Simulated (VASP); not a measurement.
Set up this calculation in VASP 6.6.1, as the native input.

```
Task                   : single point
Functional             : LDA
Potentials or basis    : VASP PAW LDA potentials, release 64 (Nb_sv)
Cutoff                 : 520 eV
k mesh                 : 18 × 18 × 18
Occupations            : gaussian, width 0.1 eV
Spin                   : no spin polarisation
Dipole correction      : no
Further INCAR settings : ALGO = Normal; EDIFF = 1e-07; NBANDS = 12
```

The structure of Nb lies in POSCAR:

```
Nb
1.0
   -1.6238347119      1.6238347119      1.6238347119
    1.6238347119     -1.6238347119      1.6238347119
    1.6238347119      1.6238347119     -1.6238347119
Nb
1
Direct
    0.0000000000      0.0000000000      0.0000000000
```

These files were run (other wordings do the same):

INCAR

```
  ALGO = Normal
  EDIFF = 1E-7
  ENCUT = 520
  ISIF = 2
  ISMEAR = 0
  LASPH = True
  LCHARG = False
  LREAL = False
  LWAVE = False
  NBANDS = 12
  NELM = 80
  PREC = Accurate
  SIGMA = 0.1
```

KPOINTS

```
k-points
0
Gamma
  18 18 18
```

Potentials or basis: VASP PAW LDA potentials, release 64 (Nb_sv).

The run is started by

```console
$ cat potpaw_LDA.64/Nb_sv/POTCAR > POTCAR
$ mpirun -np 1 vasp_std > vasp.out
```

It gave:

```json
{
 "Pressure": "-0.2 GPa",
 "Band gap on the k mesh": "zero (an odd number of electrons rules out a gap without spin polarisation)"
}
```

Wall time 56 s on 1 thread of Intel Xeon 8259CL, on a shared host, peak memory 0.16 GiB.
